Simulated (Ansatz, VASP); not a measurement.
## Si2Se in VASP and in Ansatz

```xyz
6
Lattice="5.8599 0.0000 0.0000 0.0000 3.8033 0.0000 -1.3376 0.0000 6.6049" Properties=species:S:1:pos:R:3 pbc="T T T"
Si    3.6066    0.0000    2.3519
Si    5.0086    1.9017    2.6769
Si    3.2418    0.0000    4.5907
Si   -0.0456    1.9017    4.8313
Se    2.1716    1.9017    5.7765
Se   -0.7773    0.0000    6.1924
```

Change from the starting cell: the structure that the rattled cell fell into.

Alike in both runs: task single point; functional PBE; k mesh 4 × 4 × 4; occupations gaussian, width 0.1 eV; no spin polarisation.

|  | VASP | Ansatz |
| --- | --- | --- |
| version | VASP 6.6.1 | Ansatz 0.2.0 |
| potentials or method | VASP PAW PBE potentials, release 64 (Si, Se), cutoff 520 eV | scalar-relativistic, plane waves, PAW |
| valence electrons in the cell | 28 | 48 |

Ansatz gave:

- gap on the k mesh at the Fermi level (eV): 0.34
- least direct gap on the mesh (eV): 0.90
- pressure (GPa): 0.2
- traceless stress, the component that is largest in VASP (GPa): -0.30
- rms of the force components (eV/Å): 0.082

Task: Which values does VASP return?

Result: gap on the k mesh at the Fermi level (eV): 0.34; least direct gap on the mesh (eV): 0.89; pressure (GPa): 0.2; traceless stress, the component that is largest in VASP (GPa): -0.31; rms of the force components (eV/Å): 0.080.

Atom by atom the forces differ by 0.007 eV/Å (rms over components). VASP's potentials hold 28 valence electrons a cell and Ansatz's 48, so a difference there can come from the potentials and not from the codes.
